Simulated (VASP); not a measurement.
Input of a VASP 6.6.1 run:

File INCAR:

```
PREC = Accurate ; ENCUT = 520
EDIFF = 1E-7 ; ISMEAR = -1
SIGMA = 0.05 ; LREAL = F
LASPH = T ; NELM = 80
ALGO = Normal ; ISIF = 2
LWAVE = F ; LCHARG = F
GGA = PS ; NBANDS = 22
```

KPOINTS

```
regular mesh
0
Gamma
  7 7 2
```

File POSCAR:

```
Na
1.0
    3.7003831212      0.0000000000      0.0000000000
   -1.8501915606      3.2046257867      0.0000000000
    0.0000000000      0.0000000000     12.4119483246
Na
4
Direct
    0.6666666667      0.3333333333      0.7500000000
    0.0000000000      0.0000000000      0.5000000000
    0.3333333333      0.6666666667      0.2500000000
    0.0000000000      0.0000000000      0.0000000000
```

Potentials or basis: VASP PAW PBE potentials, release 64 (Na_pv).

The run is started by

```console
$ cat potpaw_PBE.64/Na_pv/POTCAR > POTCAR
$ mpirun -np 1 vasp_std > vasp.out
```

Q: Estimate the pressure.

A: -0.1 GPa.

Q: Predict the band gap on the k mesh.

A: Zero (band 14 reaches 1.52 eV, above the bottom of band 15 at -1.97 eV).

Stress tensor (GPa, compression positive):
```
-0.04  0.00  0.00
 0.00 -0.04  0.00
 0.00  0.00 -0.21
```

Caveat: the PAW data sets were made with another functional, which shifts forces and pressure a little.
